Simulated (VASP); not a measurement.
# BeSe5 (P-62m) in VASP: notebook

BeSe5 is run at these levels: PBE; tasks: single point.

All numbers are computed with VASP 6.6.1; they aren't measurements. Logs are shortened: lines on timing, memory, paths and dates and some standing lists are left out, and cuts for length are marked.

### Step 1. The cell of the first run

It takes space group P-62m (No. 189, hexagonal). Conventional cell: a = 6.403 Å, b = 6.403 Å, c = 3.440 Å, α = 90.00°, β = 90.00°, γ = 120.00°. Be (site symmetry -62m) has 6 Se at 2.44 Å within 3.2 Å. Within 3.9 Å of Se (site symmetry -6) lie 11 Se at 2.92 to 3.70 Å and 3 Be at 3.70 Å. Within 3.2 Å of Se (site symmetry m2m) lie 2 Be at 2.44 Å and 6 Se at 2.92 to 2.99 Å.

### Step 2. Single point, PBE

INCAR

```
SYSTEM = BeSe5
PREC = Accurate ; ENCUT = 520
EDIFF = 1E-6 ; ISMEAR = 0
SIGMA = 0.1 ; LREAL = .False.
LASPH = .True. ; NELM = 60
ALGO = Normal ; ISIF = 2
LWAVE = .False. ; LCHARG = .False.
GGA = PE ; NBANDS = 25
```

KPOINTS

```
regular mesh
0
Gamma
  3 3 4
  0 0 0
```

POSCAR

```
BeSe5
1.0
    6.4027185236      0.0000000030      0.0000000000
   -3.2013592644      5.5449168932      0.0000000000
    0.0000000000      0.0000000000      3.4395136016
Be Se
1 5
Direct
    0.0000000000      0.0000000000      0.5000000000
    0.3333333333      0.6666666667      0.5000000000
    0.0000000000      0.7301470565      0.0000000000
    0.7301470565      0.0000000000      0.0000000000
    0.2698529435      0.2698529435      0.0000000000
    0.6666666667      0.3333333333      0.5000000000
```

Potentials or basis: VASP PAW PBE potentials, release 64 (Be, Se).

On the command line:

```sh
$ cat potpaw_PBE.64/Be/POTCAR potpaw_PBE.64/Se/POTCAR > POTCAR
$ mpirun -np 1 vasp_std > vasp.out
```

OUTCAR:

```text
SYSTEM = BeSe5
   PREC = Accurate
   ENCUT = 520
   EDIFF = 1E-6
   ISMEAR = 0
   LREAL = .False.
   LASPH = .True.
   NELM = 60
   ISIF = 2
   GGA = PE

 ion  position               nearest neighbor table
   1  0.000  0.000  0.500-   5 2.44   5 2.44   3 2.44   3 2.44   4 2.44   4 2.44
   2  0.333  0.667  0.500-
   3  0.000  0.730  0.000-   1 2.44   1 2.44
   4  0.730  0.000  0.000-   1 2.44   1 2.44
   5  0.270  0.270  0.000-   1 2.44   1 2.44
   6  0.667  0.333  0.500-

  LATTYP: Found a hexagonal cell.
 ALAT       =     6.4027185236
 C/A-ratio  =     0.5371958160

  Lattice vectors:

 A1 = (   6.4027185236,   0.0000000030,   0.0000000000)
 A2 = (  -3.2013592644,   5.5449168932,   0.0000000000)
 A3 = (   0.0000000000,   0.0000000000,   3.4395136016)

Analysis of symmetry for initial positions (statically):
=====================================================================
 Subroutine PRICEL returns:
 Original cell was already a primitive cell.

 Routine SETGRP: Setting up the symmetry group for a
 hexagonal supercell.

 Subroutine GETGRP returns: Found 12 space group operations
 (whereof 12 operations were pure point group operations)
 out of a pool of 24 trial point group operations.

The static configuration has the point symmetry D_3h.

Analysis of symmetry for dynamics (positions and initial velocities):
=====================================================================
 Subroutine PRICEL returns:
 Original cell was already a primitive cell.

 Routine SETGRP: Setting up the symmetry group for a
 hexagonal supercell.

 Subroutine GETGRP returns: Found 12 space group operations
 (whereof 12 operations were pure point group operations)
 out of a pool of 24 trial point group operations.

The dynamic configuration has the point symmetry D_3h.

 Subroutine INISYM returns: Found 12 space group operations
 (whereof 12 operations are pure point group operations),
 and found     1 'primitive' translations

----------------------------------------------------------------------------------------

                                     Primitive cell

  volume of cell :     122.1115

  direct lattice vectors                    reciprocal lattice vectors
     6.402718524  0.000000003  0.000000000     0.156183658  0.090172677  0.000000000
    -3.201359264  5.544916893  0.000000000    -0.000000000  0.180345354  0.000000000
     0.000000000  0.000000000  3.439513602     0.000000000  0.000000000  0.290738783

  length of vectors
     6.402718524  6.402718524  3.439513602     0.180345354  0.180345354  0.290738783

  position of ions in fractional coordinates (direct lattice)
     0.000000000  0.000000000  0.500000000
     0.333333333  0.666666667  0.500000000
     0.000000000  0.730147057  0.000000000
     0.730147057  0.000000000  0.000000000
     0.269852943  0.269852943  0.000000000
     0.666666667  0.333333333  0.500000000

  ion indices of the primitive-cell ions
   primitive index   ion index
                 1           1
                 2           2
                 3           3
                 4           4
                 5           5
                 6           6

----------------------------------------------------------------------------------------

 KPOINTS: regular mesh

Automatic generation of k-mesh.
 Grid dimensions read from file:
 generate k-points for:    3    3    4

 Generating k-lattice:

  Cartesian coordinates                     Fractional coordinates (reciprocal lattice)
     0.052061219  0.030057559  0.000000000     0.333333333  0.000000000  0.000000000
    -0.000000000  0.060115118  0.000000000     0.000000000  0.333333333  0.000000000
     0.000000000  0.000000000  0.072684696     0.000000000  0.000000000  0.250000000

  Length of vectors
     0.060115118  0.060115118  0.072684696

  Shift w.r.t. Gamma in fractional coordinates (k-lattice)
     0.000000000  0.000000000  0.000000000

 Subroutine IBZKPT returns following result:
 ===========================================

 Found      9 irreducible k-points:

 Following reciprocal coordinates:
            Coordinates               Weight
  0.000000  0.000000  0.000000      1.000000
  0.333333  0.000000  0.000000      6.000000
  0.333333  0.333333  0.000000      2.000000
  0.000000  0.000000  0.250000      2.000000
  0.333333  0.000000  0.250000     12.000000
  0.333333  0.333333  0.250000      4.000000
  0.000000  0.000000  0.500000      1.000000
  0.333333  0.000000  0.500000      6.000000
  0.333333  0.333333  0.500000      2.000000
   k-points           NKPTS =      9   k-points in BZ     NKDIM =      9   number of bands    NBANDS=     25
   number of dos      NEDOS =    301   number of ions     NIONS =      6
   total plane-waves  NPLWV =  64512
   dimension x,y,z NGX =    48 NGY =   48 NGZ =   28
   dimension x,y,z NGXF=    96 NGYF=   96 NGZF=   56
   ions per type =               1   5
   NGX,Y,Z   is equivalent  to a cutoff of  12.46, 12.46, 13.53 a.u.
   NGXF,Y,Z  is equivalent  to a cutoff of  24.93, 24.93, 27.07 a.u.
 SYSTEM =  BeSe5
   PREC   = accura    normal or accurate (medium, high low for compatibility)
   ISTART =      0    job   : 0-new  1-cont  2-samecut
   ICHARG =      2    charge: 1-file 2-atom 10-const
   ISPIN  =      1    spin polarized calculation?
   LNONCOLLINEAR =      F non collinear calculations
   LSORBIT =      F    spin-orbit coupling
   LASPH  =      T    aspherical Exc in radial PAW
   ENCUT  =  520.0 eV  38.22 Ry    6.18 a.u.  11.90 11.90  6.40*2*pi/ulx,y,z
   NELM   =     60;   NELMIN=  2; NELMDL= -5     # of ELM steps
   EDIFF  = 0.1E-05   stopping-criterion for ELM
   LREAL  =      F    real-space projection
   EDIFFG = 0.1E-04   stopping-criterion for IOM
   NSW    =      0    number of steps for IOM
   IBRION =     -1    ionic relax: 0-MD 1-quasi-New 2-CG
   NFREE  =      0    steps in history (QN), initial steepest desc. (CG)
   ISIF   =      2    stress and relaxation
   ISYM   =      2    0-nonsym 1-usesym 2-fastsym
   POTIM  = 0.5000    time-step for ionic-motion
   TEBEG  =    0.0;   TEEND  =   0.0 temperature during run
   PSTRESS=    0.0 pullay stress
   NELECT =      32.0000    total number of electrons
   NUPDOWN=      -1.0000    fix difference up-down
   EMIN   =  10.00;   EMAX   =-10.00  energy-range for DOS
   EFERMI =   0.00;   METHOD = LEGACY
   ISMEAR =     0;   SIGMA  =   0.10  broadening in eV -4-tet -1-fermi 0-gaus
   EFERMI_NEDOS =   21; number of points for ismear=-14 and -15
   IALGO  =     38    algorithm
   IMIX   =      4    mixing-type and parameters
     AMIX     =   0.40;   BMIX     =  1.00
     AMIX_MAG =   1.60;   BMIX_MAG =  1.00
  volume/ion in A,a.u.               =      20.35       137.34
  Fermi-wavevector in a.u.,A,eV,Ry     =   1.047625  1.979725 14.932651  1.097519
  Thomas-Fermi vector in A             =   2.182513
   LORBIT       =      0    0 simple, 1 ext, 2 COOP (PROOUT), +10 PAW based schemes
   GGA     = PE    functional components
   LHFCALC =     F    Hartree Fock is set to
   AEXX    =    0.0000 exact exchange contribution
   IVDW    =     0    specifies the selected vdW correction
   LEPSILON=     F    determine dielectric tensor
   LRPA    =     F    only Hartree local field effects (RPA)
 non-spin polarized calculation
 Gauss-broadening in eV      SIGMA  =   0.10
  energy-cutoff  :      520.00
  volume of cell :      122.11
 maximum number of plane-waves:      3309
 NGX is ok and might be reduce to    48
   NGX = 23   NGY = 23   NGZ = 13

 number of electron      32.0000009 magnetization

 Free energy of the ion-electron system (eV)
  ---------------------------------------------------
  ext. energy  EPLUGINS =         0.00000000
  ---------------------------------------------------
  free energy    TOTEN  =       -19.40759909 eV

  energy without entropy =      -19.36895850  energy(sigma->0) =      -19.38827879

 E-fermi :   4.3721     XC(G=0):  -9.9647

 val. band max:        4.3689917346   @ k =   0.0000   0.0000   0.0000
 cond. band min:       4.4116116477   @ k =   0.0000   0.0000   0.0000
 fundamental gap:      0.0426199132
 Fermi energy:         4.3720538606

 k-point     1 :       0.0000    0.0000    0.0000
  band No.  band energies     occupation
      1     -11.0493      2.00000
      2      -8.6102      2.00000
      3      -8.6102      2.00000
      4      -8.4097      2.00000
      5      -7.5542      2.00000
      6      -1.2732      2.00000
[... 17 lines left out ...]
     24      10.7556      0.00000
     25      11.6973      0.00000

 k-point     2 :       0.3333    0.0000    0.0000
  band No.  band energies     occupation
      1     -10.6613      2.00000
      2      -9.6074      2.00000
      3      -9.1172      2.00000
      4      -7.8027      2.00000
      5      -6.9387      2.00000
      6      -1.1512      2.00000
[... 17 lines left out ...]
     24      10.6789      0.00000
     25      10.8401      0.00000

 k-point     3 :       0.3333    0.3333    0.0000
  band No.  band energies     occupation
      1     -10.0278      2.00000
      2      -9.9044      2.00000
      3      -9.9044      2.00000
      4      -7.1074      2.00000
      5      -7.1074      2.00000
      6      -1.6182      2.00000
[... 17 lines left out ...]
     24      10.3865      0.00000
     25      10.6696      0.00000

 k-point     4 :       0.0000    0.0000    0.2500
  band No.  band energies     occupation
      1     -10.4963      2.00000
      2      -8.2241      2.00000
      3      -8.2241      2.00000
      4      -8.0463      2.00000
      5      -7.6771      2.00000
      6      -1.4005      2.00000
[... 17 lines left out ...]
     24      11.5632      0.00000
     25      12.4401      0.00000

 k-point     5 :       0.3333    0.0000    0.2500
  band No.  band energies     occupation
      1     -10.1391      2.00000
      2      -9.1350      2.00000
      3      -8.6881      2.00000
      4      -7.6066      2.00000
      5      -7.0821      2.00000
      6      -1.2175      2.00000
[... 17 lines left out ...]
     24      10.7716      0.00000
     25      12.2205      0.00000

 k-point     6 :       0.3333    0.3333    0.2500
  band No.  band energies     occupation
      1      -9.6663      2.00000
      2      -9.3447      2.00000
      3      -9.3447      2.00000
      4      -7.1308      2.00000
      5      -7.1308      2.00000
      6      -1.2362      2.00000
[... 17 lines left out ...]
     24      10.4621      0.00000
     25      12.7602      0.00000

 k-point     7 :       0.0000    0.0000    0.5000
  band No.  band energies     occupation
      1      -9.4772      2.00000
      2      -8.3798      2.00000
      3      -7.7411      2.00000
      4      -7.7411      2.00000
      5      -7.5995      2.00000
      6      -1.7602      2.00000
[... 17 lines left out ...]
     24      12.3307      0.00000
     25      12.3307      0.00000

 k-point     8 :       0.3333    0.0000    0.5000
  band No.  band energies     occupation
      1      -9.3184      2.00000
      2      -8.2226      2.00000
      3      -7.9782      2.00000
      4      -7.8144      2.00000
      5      -7.7768      2.00000
      6      -1.9205      2.00000
[... 17 lines left out ...]
     24      10.4706      0.00000
     25      12.0915      0.00000

 k-point     9 :       0.3333    0.3333    0.5000
  band No.  band energies     occupation
      1      -9.2202      2.00000
      2      -8.0039      2.00000
      3      -8.0039      2.00000
      4      -7.9858      2.00000
      5      -7.9858      2.00000
      6      -2.2576      2.00000
[... 17 lines left out ...]
     24       9.3263      0.00000
     25      13.5544      0.00000

------------------------ aborting loop because EDIFF is reached ----------------------------------------

  FORCE on cell =-STRESS in cart. coord.  units (eV):
  Direction    XX          YY          ZZ          XY          YZ          ZX
  --------------------------------------------------------------------------------------
  -------------------------------------------------------------------------------------
  Total       -0.0086395     -0.0086395     -0.1504894      0.0000000      0.0000000      0.0000000
  in kB       -0.1133551     -0.1133551     -1.9745128      0.0000000      0.0000000      0.0000000
  external PRESSURE =      -0.7337410 kB  Pullay stress =       0.0000000 kB

 VOLUME and BASIS-vectors are now :
 -----------------------------------------------------------------------------
  energy-cutoff  :      520.00
  volume of cell :      122.11
      direct lattice vectors                 reciprocal lattice vectors
     6.402718524  0.000000003  0.000000000     0.156183658  0.090172677  0.000000000
    -3.201359264  5.544916893  0.000000000    -0.000000000  0.180345354  0.000000000
     0.000000000  0.000000000  3.439513602     0.000000000  0.000000000  0.290738783

 POSITION                                       TOTAL-FORCE (eV/Angst)
 -----------------------------------------------------------------------------------
      0.00000      0.00000      1.71976        -0.000000     -0.000000      0.000000
     -0.00000      3.69661      1.71976        -0.000000     -0.000000      0.000000
     -2.33746      4.04860      0.00000        -0.009062      0.015695     -0.000000
      4.67493      0.00000      0.00000         0.018123      0.000000     -0.000000
      0.86390      1.49631      0.00000        -0.009062     -0.015695      0.000000
      3.20136      1.84831      1.71976        -0.000000     -0.000000      0.000000
 -----------------------------------------------------------------------------------
    total drift:                               -0.000000     -0.000000      0.000000

  FREE ENERGIE OF THE ION-ELECTRON SYSTEM (eV)
  ---------------------------------------------------
  free  energy   TOTEN  =       -19.4075990877 eV

  energy  without entropy=      -19.3689584979  energy(sigma->0) =      -19.38827879
```

Wall time 22 s (1 thread of Intel Xeon 6975P-C (Granite Rapids), shared host); peak memory 0.23 GiB.

What came out:

| Quantity | Value |
| --- | --- |
| Free energy | -19.4076 eV |
| Pressure | -0.1 GPa |
| Largest force | 0.018 eV/Å |
| Band gap on the k mesh | zero (band 16 reaches 5.73 eV, above the bottom of band 17 at 4.08 eV) |

Forces on the atoms (eV/Å):
```
Be   0.000  0.000  0.000
Se   0.000  0.000  0.000
Se  -0.009  0.016  0.000
Se   0.018  0.000  0.000
Se  -0.009 -0.016  0.000
Se   0.000  0.000  0.000
```

Stress tensor (GPa, compression positive):
```
-0.01  0.00  0.00
 0.00 -0.01  0.00
 0.00  0.00 -0.20
```

Levels at points of the mesh, in eV from the Fermi level:
```tsv
k point	band 12	band 13	band 14	band 15	band 16	band 17	band 18	band 19	band 20	band 21
(0.00, 0.00, 0.00)	-0.21	-0.21	0.00	0.04	0.63	0.68	0.68	1.08	1.08	3.65
(0.00, 0.00, 0.50)	-3.29	-2.39	-2.39	-0.47	0.19	0.19	0.62	0.62	2.83	4.15
```

Caveat: the k points lie up to 0.46 Å⁻¹ apart.

### Step 3. Single point, PBE

INCAR

```
SYSTEM = BeSe5
PREC = Accurate ; ENCUT = 520
EDIFF = 1E-7 ; ISMEAR = 0
SIGMA = 0.1 ; LREAL = .FALSE.
LASPH = .TRUE. ; NELM = 100
ALGO = Normal ; ISIF = 2
LWAVE = .FALSE. ; LCHARG = .FALSE.
GGA = PE ; NBANDS = 25
```

KPOINTS

```
regular mesh
0
G
  3 3 6
  0 0 0
```

POSCAR

```
BeSe5
1.0
    6.3995764662      0.0000000000      0.0000000000
   -3.1997882331      5.5421957932      0.0000000000
    0.0000000000      0.0000000000      3.4435155346
Be Se
1 5
Direct
    0.0000000000      0.0000000000      0.5000000000
    0.3333333333      0.6666666667      0.5000000000
    0.0000000000      0.7321720402      0.0000000000
    0.7321720402      0.0000000000      0.0000000000
    0.2678279598      0.2678279598      0.0000000000
    0.6666666667      0.3333333333      0.5000000000
```

Potentials or basis: VASP PAW PBE potentials, release 64 (Be, Se).

On the command line:

```sh
$ cat potpaw_PBE.64/Be/POTCAR potpaw_PBE.64/Se/POTCAR > POTCAR
$ mpirun -np 1 vasp_std > vasp.out
```

Run time: 28 s. Hardware: 1 thread of Intel Xeon 6975P-C (Granite Rapids), shared host; peak memory 0.24 GiB.

It converged, with:

```yaml
Free_energy: -19.3706 eV
Pressure: 0.1 GPa
Largest_force: 0.005 eV/Å
Band_gap_on_the_k_mesh: zero (band 16 reaches 5.73 eV, above the bottom of band 17 at 3.79 eV)
```

Forces in eV/Å, atoms in the order of the input:
```
Be   0.000  0.000  0.000
Se   0.000  0.000  0.000
Se  -0.002  0.004  0.000
Se   0.005  0.000  0.000
Se  -0.002 -0.004  0.000
Se   0.000  0.000  0.000
```

Stress tensor (GPa, compression positive):
```
0.11 0.00 0.00
0.00 0.11 0.00
0.00 0.00 0.02
```

Levels at points of the mesh, in eV from the Fermi level:
| k point | band 11 | band 12 | band 13 | band 14 | band 15 | band 16 | band 17 | band 18 | band 19 | band 20 |
| --- | --- | --- | --- | --- | --- | --- | --- | --- | --- | --- |
| (0.00, 0.00, 0.00) | -2.06 | -0.32 | -0.32 | -0.08 | -0.02 | 0.51 | 0.56 | 0.56 | 1.02 | 1.02 |
| (0.00, 0.00, 0.50) | -3.42 | -3.42 | -2.45 | -2.45 | -0.58 | 0.13 | 0.13 | 0.55 | 0.55 | 2.72 |

Caveat: the k points lie up to 0.38 Å⁻¹ apart.

### Step 4. Single point, PBE

This run uses another cell than the first one, of 30.05 Å³/atom, 1.476 times its volume.

INCAR

```
SYSTEM = BeSe5
  PREC = Accurate
  ENCUT = 520
  EDIFF = 1E-7
  ISMEAR = 0
  SIGMA = 0.1
  LREAL = .FALSE.
  LASPH = .TRUE.
  NELM = 100
  ALGO = Normal
  ISIF = 2
  LWAVE = .FALSE.
  LCHARG = .FALSE.
  GGA = PE
  NBANDS = 25
```

KPOINTS

```
Automatic mesh
0
G
  3 3 4
  0 0 0
```

POSCAR

```
BeSe5
1.0
    6.1251657300      0.0000000000      0.0000000000
   -3.0625828700      5.3045491300      0.0000000000
    0.0000000000      0.0000000000      5.5488348700
Be Se
1 5
Direct
    0.0000000000      0.0000000000      0.5000000000
    0.3333333300      0.6666666700      0.5000000000
    0.0000000000      0.6884842500      0.0000000000
    0.6884842500      0.0000000000      0.0000000000
    0.3115157500      0.3115157500      0.0000000000
    0.6666666700      0.3333333300      0.5000000000
```

On the command line:

```sh
$ cat potpaw_PBE.64/Be/POTCAR potpaw_PBE.64/Se/POTCAR > POTCAR
$ mpirun -np 1 vasp_std > vasp.out
```

Run time: 34 s. Hardware: 1 thread of Intel Xeon 6975P-C (Granite Rapids), shared host; peak memory 0.3 GiB.

It converged, with:

```
Free energy            : -13.5415 eV
Pressure               : -11.1 GPa
Largest force          : 0.725 eV/Å
Band gap on the k mesh : zero (band 16 reaches 1.68 eV, above the bottom of band 17 at 0.67 eV)
```

Forces on the atoms (eV/Å):
```
Be   0.000  0.000  0.000
Se   0.000  0.000  0.000
Se  -0.362  0.628  0.000
Se   0.725  0.000  0.000
Se  -0.362 -0.628  0.000
Se   0.000  0.000  0.000
```

Stress tensor (GPa, compression positive):
```
-10.46   0.00   0.00
  0.00 -10.46   0.00
  0.00   0.00 -12.34
```

Levels at points of the mesh, in eV from the Fermi level:
| k point | band 13 | band 14 | band 15 | band 16 | band 17 | band 18 |
| --- | --- | --- | --- | --- | --- | --- |
| (0.00, 0.00, 0.00) | -1.02 | -1.02 | -0.93 | -0.51 | -0.51 | -0.48 |
| (0.00, 0.00, 0.50) | -1.50 | -1.50 | -0.96 | 0.49 | 0.76 | 0.76 |

Caveat: the k points lie up to 0.39 Å⁻¹ apart.

### Step 5. Overview

```tsv
cell	k mesh	gap on the mesh (eV)	pressure (GPa)	largest force (eV/Å)
a = 6.403, b = 6.403, c = 3.440 Å, angles 90.0, 90.0, 120.0°, 6 atoms	3 × 3 × 4	none	-0.1	0.02
a = 6.400, b = 6.400, c = 3.444 Å, angles 90.0, 90.0, 120.0°, 6 atoms	3 × 3 × 6	none	0.1	-
a = 6.125, b = 6.125, c = 5.549 Å, angles 90.0, 90.0, 120.0°, 6 atoms	3 × 3 × 4	none	-11.1	0.72
```

Alike in all rows: task single point; level PBE; potentials or basis VASP PAW PBE potentials, release 64 (Be, Se); no spin polarisation; cutoff (eV) 520; smearing gaussian 0.1 eV.

Caveats: all runs use coarse meshes.

Absolute energies hang on the potentials; compare differences alone.
